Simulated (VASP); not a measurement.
Set up this calculation in VASP 6.6.1, as the native input.

```
Task                   : single point
Functional             : LDA
Potentials or basis    : VASP PAW LDA potentials, release 64 (Mo_sv)
Cutoff                 : 520 eV
k mesh                 : 22 × 22 × 22
Occupations            : gaussian, width 0.15 eV
Spin                   : no spin polarisation
Dipole correction      : no
Further INCAR settings : ALGO = Fast; EDIFF = 1e-06; NBANDS = 13
```

The structure of Mo lies in POSCAR:

```
Mo
1.0
   -0.6857921219      1.6143659258      1.6143659258
    1.6143659258     -0.6857921219      1.6143659258
    1.6143659258      1.6143659258     -0.6857921219
Mo
1
Direct
    0.0000000000      0.0000000000      0.0000000000
```

These files were run (other wordings do the same):

INCAR

```
SYSTEM = Mo
PREC = Accurate
ENCUT = 520
EDIFF = 1E-6
ISMEAR = 0
SIGMA = 0.15
LREAL = .False.
LASPH = .True.
NELM = 80
ALGO = Fast
ISIF = 2
LWAVE = .False.
LCHARG = .False.
NBANDS = 13
```

KPOINTS

```
Automatic mesh
0
Gamma
  22 22 22
  0 0 0
```

Potentials or basis: VASP PAW LDA potentials, release 64 (Mo_sv).

The run is started by

```sh
$ cat potpaw_LDA.64/Mo_sv/POTCAR > POTCAR
$ mpirun -np 1 vasp_std > vasp.out
```

Results of the run:

```yaml
Pressure: 72.2 GPa
Band_gap_on_the_k_mesh: zero (bands 7 and 8 overlap by 3.45 eV)
```

Caveat: the cell stands under pressure.

It took 61 s on 1 thread of Intel(R) Xeon(R) 6975P-C (Granite Rapids), on a shared host, peak memory 0.26 GiB.
